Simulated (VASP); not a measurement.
Input of a VASP 6.6.1 run:

The input INCAR:

```
ALGO = Normal
EDIFF = 1E-6
ENCUT = 520
GGA = PE
GGA_COMPAT = False
ISIF = 2
ISMEAR = -1
LASPH = True
LCHARG = True
LMAXMIX = 4
LORBIT = 11
LORBMOM = True
LREAL = False
LSORBIT = True
LVHAR = True
LWAVE = False
MAGMOM = 0 0 2.208
NBANDS = 19
NELM = 150
PREC = Accurate
SIGMA = 0.05
```

KPOINTS

```
k-points
0
Gamma
  15 15 15
```

The input POSCAR:

```
Fe
1.0
   -1.4163059769      1.4163059769      1.4163059769
    1.4163059769     -1.4163059769      1.4163059769
    1.4163059769      1.4163059769     -1.4163059769
Fe
1
Direct
    0.0000000000      0.0000000000      0.0000000000
```

Potentials or basis: VASP PAW PBE potentials, release 64 (Fe).

Command:

```bash
$ cat potpaw_PBE.64/Fe/POTCAR > POTCAR
$ mpirun -np 1 vasp_ncl > vasp.out
```

(1) What does it give for the net moment?

(2) What does it give for the pressure?

Results:

(1) 2.19 μB per cell.

(2) -0.2 GPa.
